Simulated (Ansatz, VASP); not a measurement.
## SnTe: VASP beside Ansatz

Contents of INCAR:

```
PREC = Accurate
ENCUT = 520
EDIFF = 1E-6
ISMEAR = 0
SIGMA = 0.03
LREAL = F
LASPH = T
NELM = 80
ALGO = Normal
ISIF = 2
LWAVE = F
LCHARG = T
GGA = PS
LELF = T
LVHAR = T
NBANDS = 17
```

The input KPOINTS:

```
Automatic mesh
0
Gamma
  10 10 10
```

POSCAR

```
SnTe
1.0
    0.0000000000      3.2827600000      3.4090200000
    3.2827600000      0.0000000000      3.4090200000
    3.2827600000      3.2827600000      0.0000000000
Sn Te
1 1
Direct
    0.0000000000      0.0000000000      0.0000000000
    0.5000000000      0.5000000000      0.5000000000
```

Input for Ansatz:

```yaml
crystal:
  lattice:
    - [0.0, 3.28276, 3.40902]
    - [3.28276, 0.0, 3.40902]
    - [3.28276, 3.28276, 0.0]
  atoms:
    - { symbol: Sn, position: [0.0, 0.0, 0.0] }
    - { symbol: Te, position: [0.5, 0.5, 0.5] }
basis:
  ecutwfc: 420
kpoints:
  mp_grid: { grid: [10, 10, 10] }
hamiltonian:
  xc: pbesol
scf:
  occupations: { method: gaussian, width: 0.03 }
output:
  forces: true
  stress: true
  eigenvalues: true
  write_density: true
  write_potential: true
  elf: true
  volumetric_format: npy
```

Change from the starting cell: strain +0.040 along x and y, +0.080 along z, atoms carried along.

Alike in both runs: task single point; functional PBEsol; k mesh 10 × 10 × 10; occupations gaussian, width 0.03 eV; no spin polarisation.

|  | VASP | Ansatz |
| --- | --- | --- |
| version | VASP 6.6.1 | Ansatz 0.2.0 |
| potentials or method | VASP PAW PBE potentials, release 64 (Sn_d, Te), cutoff 520 eV | scalar-relativistic, plane waves, PAW |
| valence electrons in the cell | 20 | 30 |

```tsv
	VASP	Ansatz	Ansatz less VASP
gap on the k mesh at the Fermi level (eV)	0.23	0.23	+0.001
least direct gap on the mesh (eV)	0.23	0.23	+0.001
pressure (GPa)	-5.3	-5.3	+0.02
traceless stress, the component that is largest in VASP (GPa)	-1.41	-1.40	+0.009
```

VASP's potentials were made for PBE, not for PBEsol. VASP's potentials hold 20 valence electrons a cell and Ansatz's 30, so a difference there can come from the potentials and not from the codes.

Spin-orbit coupling is off throughout.
